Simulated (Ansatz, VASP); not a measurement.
# Mg in VASP and in Ansatz

```
Mg
1.0
     3.20930    0.00000    0.00000
    -1.60465    2.77934    0.00000
     0.00000    0.00000    5.21030
Mg
2
Direct
  0.66667 0.33333 0.75000
  0.33333 0.66667 0.25000
```

Alike in both runs: functional LDA; k mesh 10 × 10 × 5; occupations fermi-dirac, width 0.05 eV; no spin polarisation.

|  | VASP | Ansatz |
| --- | --- | --- |
| version | VASP 6.6.1 | Ansatz 0.2.0 |
| potentials or method | VASP PAW LDA potentials, release 64 (Mg), cutoff 520 eV | all-electron LAPW, scalar-relativistic |
| task | single point | band structure |

|  | VASP | Ansatz | Ansatz less VASP |
| --- | --- | --- | --- |
| gap on the k mesh at the Fermi level (eV) | none | none | - |
| pressure (GPa) | -2.7 | -2.4 | +0.34 |
| traceless stress, the component that is largest in VASP (GPa) | 0.88 | 0.88 | +0.007 |

LDA's correlation is that of Perdew and Zunger in VASP and of Perdew and Wang (1992) in Ansatz. A gap of «none» marks a metal or a gap that the smearing closes. Ansatz ran all-electron here, and VASP with PAW potentials.
